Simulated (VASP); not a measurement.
# SrAg5 (P6/mmm) in VASP: further runs

SrAg5 is run at these levels: LDA; tasks: single point, relaxation of volume and atoms at fixed shape.

All numbers are computed with VASP 6.6.1; they aren't measurements. Logs are shortened: lines on timing, memory, paths and dates and some standing lists are left out, and cuts for length are marked.

## (1) The cell of the first run

The structure is hexagonal, space group P6/mmm (No. 191). The conventional cell has a = 5.541 Å, b = 5.541 Å, c = 4.510 Å, α = 90.00°, β = 90.00°, γ = 120.00°. Sr (site symmetry 6/mmm) has 18 Ag at 3.20 to 3.57 Å within 4.2 Å. Ag (site symmetry -6m2) has 9 Ag at 2.76 to 3.20 Å and 3 Sr at 3.20 Å within 3.6 Å. Within 3.6 Å of Ag (site symmetry mmm) lie 8 Ag at 2.76 to 2.77 Å and 4 Sr at 3.57 Å.

## (2) Single point, LDA

The input, INCAR:

```
  ALGO = Normal
  EDIFF = 1E-7
  ENCUT = 520
  ISIF = 2
  ISMEAR = 0
  LASPH = True
  LCHARG = False
  LREAL = False
  LWAVE = False
  NBANDS = 42
  NELM = 100
  PREC = Accurate
  SIGMA = 0.05
```

The input, KPOINTS:

```
k-points
0
Gamma
  5 5 6
```

The input, POSCAR:

```
SrAg5
1.0
    5.5409868875      0.0000000000      0.0000000000
   -2.7704934438      4.7986354066      0.0000000000
    0.0000000000      0.0000000000      4.5099240294
Sr Ag
1 5
Direct
    0.0000000000      0.0000000000      0.0000000000
    0.3333333333      0.6666666667      0.0000000000
    0.6666666667      0.3333333333      0.0000000000
    0.5000000000      0.0000000000      0.5000000000
    0.5000000000      0.5000000000      0.5000000000
    0.0000000000      0.5000000000      0.5000000000
```

Potentials or basis: VASP PAW LDA potentials, release 64 (Sr_sv, Ag).

The run is started by

```console
cat potpaw_LDA.64/Sr_sv/POTCAR potpaw_LDA.64/Ag/POTCAR > POTCAR
mpirun -np 1 vasp_std > vasp.out
```

OUTCAR:

```text
EDIFF = 1E-7
   ENCUT = 520
   ISIF = 2
   ISMEAR = 0
   LASPH = True
   LREAL = False
   NELM = 100
   PREC = Accurate

 ion  position               nearest neighbor table
   1  0.000  0.000  0.000-   2 3.20   3 3.20   3 3.20   2 3.20   3 3.20   2 3.20   5 3.57   5 3.57
                             5 3.57   5 3.57   4 3.57   4 3.57   4 3.57   4 3.57   6 3.57   6 3.57
   2  0.333  0.667  0.000-   6 2.76   6 2.76   4 2.76   4 2.76   5 2.76   5 2.76   3 3.20   3 3.20
                             1 3.20   1 3.20   1 3.20   3 3.20
   3  0.667  0.333  0.000-   6 2.76   6 2.76   4 2.76   4 2.76   5 2.76   5 2.76   2 3.20   2 3.20
                             1 3.20   1 3.20   1 3.20   2 3.20
   4  0.500  0.000  0.500-   2 2.76   3 2.76   2 2.76   3 2.76   6 2.77   6 2.77   5 2.77   5 2.77
                             1 3.57   1 3.57   1 3.57   1 3.57
   5  0.500  0.500  0.500-   2 2.76   3 2.76   2 2.76   3 2.76   6 2.77   6 2.77   4 2.77   4 2.77
                             1 3.57   1 3.57   1 3.57   1 3.57
   6  0.000  0.500  0.500-   2 2.76   3 2.76   2 2.76   3 2.76   4 2.77   4 2.77   5 2.77   5 2.77
                             1 3.57   1 3.57   1 3.57   1 3.57

  LATTYP: Found a hexagonal cell.
 ALAT       =     5.5409868875
 C/A-ratio  =     0.8139207186

  Lattice vectors:

 A1 = (   5.5409868875,   0.0000000000,   0.0000000000)
 A2 = (  -2.7704934438,   4.7986354066,   0.0000000000)
 A3 = (   0.0000000000,   0.0000000000,   4.5099240294)

Analysis of symmetry for initial positions (statically):
=====================================================================
 Subroutine PRICEL returns:
 Original cell was already a primitive cell.

 Routine SETGRP: Setting up the symmetry group for a
 hexagonal supercell.

 Subroutine GETGRP returns: Found 24 space group operations
 (whereof 24 operations were pure point group operations)
 out of a pool of 24 trial point group operations.

The static configuration has the point symmetry D_6h.

Analysis of symmetry for dynamics (positions and initial velocities):
=====================================================================
 Subroutine PRICEL returns:
 Original cell was already a primitive cell.

 Routine SETGRP: Setting up the symmetry group for a
 hexagonal supercell.

 Subroutine GETGRP returns: Found 24 space group operations
 (whereof 24 operations were pure point group operations)
 out of a pool of 24 trial point group operations.

The dynamic configuration has the point symmetry D_6h.

 Subroutine INISYM returns: Found 24 space group operations
 (whereof 24 operations are pure point group operations),
 and found     1 'primitive' translations

----------------------------------------------------------------------------------------

                                     Primitive cell

  volume of cell :     119.9152

  direct lattice vectors                    reciprocal lattice vectors
     5.540986887  0.000000000  0.000000000     0.180473266  0.104196289  0.000000000
    -2.770493444  4.798635407  0.000000000     0.000000000  0.208392577  0.000000000
     0.000000000  0.000000000  4.509924029     0.000000000  0.000000000  0.221733225

  length of vectors
     5.540986887  5.540986888  4.509924029     0.208392577  0.208392577  0.221733225

  position of ions in fractional coordinates (direct lattice)
     0.000000000  0.000000000  0.000000000
     0.333333333  0.666666667  0.000000000
     0.666666667  0.333333333  0.000000000
     0.500000000  0.000000000  0.500000000
     0.500000000  0.500000000  0.500000000
     0.000000000  0.500000000  0.500000000

  ion indices of the primitive-cell ions
   primitive index   ion index
                 1           1
                 2           2
                 3           3
                 4           4
                 5           5
                 6           6

----------------------------------------------------------------------------------------

 KPOINTS: k-points

Automatic generation of k-mesh.
 Grid dimensions read from file:
 generate k-points for:    5    5    6

 Generating k-lattice:

  Cartesian coordinates                     Fractional coordinates (reciprocal lattice)
     0.036094653  0.020839258  0.000000000     0.200000000  0.000000000  0.000000000
     0.000000000  0.041678515  0.000000000     0.000000000  0.200000000  0.000000000
     0.000000000  0.000000000  0.036955538     0.000000000  0.000000000  0.166666667

  Length of vectors
     0.041678515  0.041678515  0.036955538

  Shift w.r.t. Gamma in fractional coordinates (k-lattice)
     0.000000000  0.000000000  0.000000000

 Subroutine IBZKPT returns following result:
 ===========================================

 Found     20 irreducible k-points:

 Following reciprocal coordinates:
            Coordinates               Weight
  0.000000  0.000000  0.000000      1.000000
  0.200000  0.000000  0.000000      6.000000
  0.400000  0.000000  0.000000      6.000000
  0.200000  0.200000  0.000000      6.000000
  0.400000  0.200000  0.000000      6.000000
  0.000000  0.000000  0.166667      2.000000
[... 12 lines left out ...]
  0.200000  0.200000  0.500000      6.000000
  0.400000  0.200000  0.500000      6.000000
   k-points           NKPTS =     20   k-points in BZ     NKDIM =     20   number of bands    NBANDS=     42
   number of dos      NEDOS =    301   number of ions     NIONS =      6
   total plane-waves  NPLWV =  63504
   dimension x,y,z NGX =    42 NGY =   42 NGZ =   36
   dimension x,y,z NGXF=    84 NGYF=   84 NGZF=   72
   ions per type =               1   5
   NGX,Y,Z   is equivalent  to a cutoff of  12.60, 12.60, 13.27 a.u.
   NGXF,Y,Z  is equivalent  to a cutoff of  25.20, 25.20, 26.54 a.u.
 SYSTEM =  unknown system
   PREC   = accura    normal or accurate (medium, high low for compatibility)
   ISTART =      0    job   : 0-new  1-cont  2-samecut
   ICHARG =      2    charge: 1-file 2-atom 10-const
   ISPIN  =      1    spin polarized calculation?
   LNONCOLLINEAR =      F non collinear calculations
   LSORBIT =      F    spin-orbit coupling
   LASPH  =      T    aspherical Exc in radial PAW
   ENCUT  =  520.0 eV  38.22 Ry    6.18 a.u.  10.30 10.30  8.39*2*pi/ulx,y,z
   NELM   =    100;   NELMIN=  2; NELMDL= -5     # of ELM steps
   EDIFF  = 0.1E-06   stopping-criterion for ELM
   LREAL  =      F    real-space projection
   EDIFFG = 0.1E-05   stopping-criterion for IOM
   NSW    =      0    number of steps for IOM
   IBRION =     -1    ionic relax: 0-MD 1-quasi-New 2-CG
   NFREE  =      0    steps in history (QN), initial steepest desc. (CG)
   ISIF   =      2    stress and relaxation
   ISYM   =      2    0-nonsym 1-usesym 2-fastsym
   POTIM  = 0.5000    time-step for ionic-motion
   TEBEG  =    0.0;   TEEND  =   0.0 temperature during run
   PSTRESS=    0.0 pullay stress
   NELECT =      65.0000    total number of electrons
   NUPDOWN=      -1.0000    fix difference up-down
   EMIN   =  10.00;   EMAX   =-10.00  energy-range for DOS
   EFERMI =   0.00;   METHOD = LEGACY
   ISMEAR =     0;   SIGMA  =   0.05  broadening in eV -4-tet -1-fermi 0-gaus
   EFERMI_NEDOS =   21; number of points for ismear=-14 and -15
   IALGO  =     38    algorithm
   IMIX   =      4    mixing-type and parameters
     AMIX     =   0.40;   BMIX     =  1.00
     AMIX_MAG =   1.60;   BMIX_MAG =  1.00
  volume/ion in A,a.u.               =      19.99       134.87
  Fermi-wavevector in a.u.,A,eV,Ry     =   1.334816  2.522436 24.241942  1.781732
  Thomas-Fermi vector in A             =   2.463568
   LORBIT       =      0    0 simple, 1 ext, 2 COOP (PROOUT), +10 PAW based schemes
   GGA     = CA    functional components
   LHFCALC =     F    Hartree Fock is set to
   AEXX    =    0.0000 exact exchange contribution
   IVDW    =     0    specifies the selected vdW correction
   LEPSILON=     F    determine dielectric tensor
   LRPA    =     F    only Hartree local field effects (RPA)
 non-spin polarized calculation
 Gauss-broadening in eV      SIGMA  =   0.05
  energy-cutoff  :      520.00
  volume of cell :      119.92
 maximum number of plane-waves:      3251
 NGX is ok and might be reduce to    42
   NGX = 21   NGY = 21   NGZ = 17

 number of electron      64.9999974 magnetization

 Free energy of the ion-electron system (eV)
  ---------------------------------------------------
  ext. energy  EPLUGINS =         0.00000000
  ---------------------------------------------------
  free energy    TOTEN  =       -21.84967811 eV

  energy without entropy =      -21.84570420  energy(sigma->0) =      -21.84769115

 E-fermi :   7.0101     XC(G=0): -11.5458

 val. band max:        6.9949996987   @ k =   0.0000   0.0000   0.5000
 cond. band min:       7.0282818349   @ k =   0.2000   0.2000   0.1667
 fundamental gap:      0.0332821362
 Fermi energy:         7.0101313871

 k-point     1 :       0.0000    0.0000    0.0000
  band No.  band energies     occupation
      1     -28.5260      2.00000
      2     -10.7001      2.00000
      3     -10.7001      2.00000
      4     -10.6526      2.00000
      5      -0.9638      2.00000
      6       0.2124      2.00000
[... 34 lines left out ...]
     41      13.5655      0.00000
     42      13.5655      0.00000

 k-point     2 :       0.2000    0.0000    0.0000
  band No.  band energies     occupation
      1     -28.5258      2.00000
      2     -10.7080      2.00000
      3     -10.7002      2.00000
      4     -10.6534      2.00000
      5      -0.7243      2.00000
      6       0.4149      2.00000
[... 34 lines left out ...]
     41      13.2832      0.00000
     42      13.7538      0.00000

 k-point     3 :       0.4000    0.0000    0.0000
  band No.  band energies     occupation
      1     -28.5255      2.00000
      2     -10.7203      2.00000
      3     -10.7004      2.00000
      4     -10.6547      2.00000
      5      -0.1981      2.00000
      6       0.7726      2.00000
[... 717 lines left out ...]
      4     -10.6958      2.00000
      5       0.1929      2.00000
      6       0.5254      2.00000
[... 34 lines left out ...]
     41      12.8463      0.00000
     42      13.4985      0.00000

 k-point    20 :       0.4000    0.2000    0.5000
  band No.  band energies     occupation
      1     -28.5229      2.00000
      2     -10.7245      2.00000
      3     -10.7055      2.00000
      4     -10.6971      2.00000
      5       0.4421      2.00000
      6       0.7427      2.00000
[... 34 lines left out ...]
     41      13.5400      0.00000
     42      14.6266      0.00000

------------------------ aborting loop because EDIFF is reached ----------------------------------------

  FORCE on cell =-STRESS in cart. coord.  units (eV):
  Direction    XX          YY          ZZ          XY          YZ          ZX
  --------------------------------------------------------------------------------------
  -------------------------------------------------------------------------------------
  Total        0.3269151      0.3269151     -0.3381311     -0.0000000      0.0000000      0.0000000
  in kB        4.3678877      4.3678877     -4.5177433     -0.0000000      0.0000000      0.0000000
  external PRESSURE =       1.4060107 kB  Pullay stress =       0.0000000 kB

 VOLUME and BASIS-vectors are now :
 -----------------------------------------------------------------------------
  energy-cutoff  :      520.00
  volume of cell :      119.92
      direct lattice vectors                 reciprocal lattice vectors
     5.540986887  0.000000000  0.000000000     0.180473266  0.104196289  0.000000000
    -2.770493444  4.798635407  0.000000000     0.000000000  0.208392577  0.000000000
     0.000000000  0.000000000  4.509924029     0.000000000  0.000000000  0.221733225

 POSITION                                       TOTAL-FORCE (eV/Angst)
 -----------------------------------------------------------------------------------
      0.00000      0.00000      0.00000        -0.000000      0.000000     -0.000000
     -0.00000      3.19909      0.00000         0.000000      0.000000     -0.000000
      2.77049      1.59955      0.00000        -0.000000      0.000000      0.000000
      2.77049      0.00000      2.25496        -0.000000      0.000000     -0.000000
      1.38525      2.39932      2.25496        -0.000000      0.000000     -0.000000
     -1.38525      2.39932      2.25496        -0.000000      0.000000     -0.000000
 -----------------------------------------------------------------------------------
    total drift:                               -0.000000      0.000000      0.000000

  FREE ENERGIE OF THE ION-ELECTRON SYSTEM (eV)
  ---------------------------------------------------
  free  energy   TOTEN  =       -21.8496781076 eV

  energy  without entropy=      -21.8457042012  energy(sigma->0) =      -21.84769115
```

It took 3.7 min on 1 thread of AMD EPYC 7R13, shared host; peak memory 0.21 GiB.

What came out:

```
Free energy : -21.8497 eV
Pressure    : 0.1 GPa
```

Levels at points of the mesh, in eV from the Fermi level:
```tsv
k point	band 30	band 31	band 32	band 33	band 34	band 35
(0.00, 0.00, 0.00)	-3.02	-0.49	0.38	0.38	0.44	1.42
(0.00, 0.00, 0.50)	-3.11	-3.02	-0.02	-0.02	0.06	0.76
```

## (3) Relaxation of volume and atoms at fixed shape, LDA

This run uses another cell than the first one, of 21.47 Å³/atom, 1.074 times its volume.

The input, INCAR:

```
SYSTEM = SrAg5
ALGO = Normal
EDIFF = 1E-6
EDIFFG = -0.01
ENCUT = 600
IBRION = 2
ISIF = 8
ISMEAR = 0
LASPH = .True.
LCHARG = .False.
LREAL = .False.
LWAVE = .False.
NELM = 80
NSW = 80
PREC = Accurate
SIGMA = 0.05
```

The input, KPOINTS:

```
k-points
0
Gamma
  5 5 6
  0 0 0
```

POSCAR, as its differences from that of step 2:

```diff
@@ -2,5 +2,5 @@
 1.0
-    5.5409868875      0.0000000000      0.0000000000
-   -2.7704934438      4.7986354066      0.0000000000
-    0.0000000000      0.0000000000      4.5099240294
+    5.6750000000      0.0000000000      0.0000000000
+   -2.8375000000      4.9146940000      0.0000000000
+    0.0000000000      0.0000000000      4.6190000000
 Sr Ag
```

Potentials or basis: VASP PAW LDA potentials, release 64 (Sr_sv, Ag).

The run is started by

```console
cat potpaw_LDA.64/Sr_sv/POTCAR potpaw_LDA.64/Ag/POTCAR > POTCAR
mpirun -np 1 vasp_std > vasp.out
```

Wall time 11 min (1 thread of AMD EPYC 7R13, shared host); peak memory 0.27 GiB.

The run converged. Its results:

* Free energy: -21.8516 eV
* Relaxed volume: 20.02 Å³/atom
* Relaxed cell: a = 5.545 Å, b = 5.545 Å, c = 4.513 Å, α = 90.00°, β = 90.00°, γ = 120.00°
* Space group after relaxing (to 0.05 Å): P6/mmm (No. 191)
* Energy gained by relaxing: 25.6 meV/atom
* Ionic steps: 3
* Pressure after relaxing: 0.0 GPa

Stress tensor (GPa, compression positive):
```
 0.29  0.00  0.00
 0.00  0.29  0.00
 0.00  0.00 -0.63
```

The path:
```
step  energy change (eV)  largest force (eV/Å)  pressure (GPa)  volume (Å³)
   1              0.0000                0.0000           -5.28       128.83
   2             -0.1124                0.0000            3.37       116.09
   3             -0.1535                0.0000           -0.01       120.15
```

Final structure:
```cif
data_structure
_symmetry_space_group_name_H-M 'P 1'
_symmetry_Int_Tables_number 1
_cell_length_a 5.5446
_cell_length_b 5.5446
_cell_length_c 4.5128
_cell_angle_alpha 90.000
_cell_angle_beta 90.000
_cell_angle_gamma 120.000
_cell_volume 120.15
loop_
_atom_site_label
_atom_site_type_symbol
_atom_site_fract_x
_atom_site_fract_y
_atom_site_fract_z
_atom_site_occupancy
Sr1 Sr 0.00000 0.00000 0.00000 1
Ag1 Ag 0.33333 0.66667 0.00000 1
Ag2 Ag 0.66667 0.33333 0.00000 1
Ag3 Ag 0.50000 0.00000 0.50000 1
Ag4 Ag 0.50000 0.50000 0.50000 1
Ag5 Ag 0.00000 0.50000 0.50000 1
```

Levels at points of the mesh, in eV from the Fermi level:
```csv
k point,band 29,band 30,band 31,band 32,band 33,band 34,band 35,band 36
"(0.00, 0.00, 0.00)",-3.10,-3.02,-0.49,0.38,0.38,0.44,1.42,1.42
"(0.00, 0.00, 0.50)",-3.11,-3.11,-3.02,-0.01,-0.01,0.06,0.76,0.76
```

LDA usually gives volumes a few per cent too small. Zero-point motion and thermal expansion aren't in these numbers.
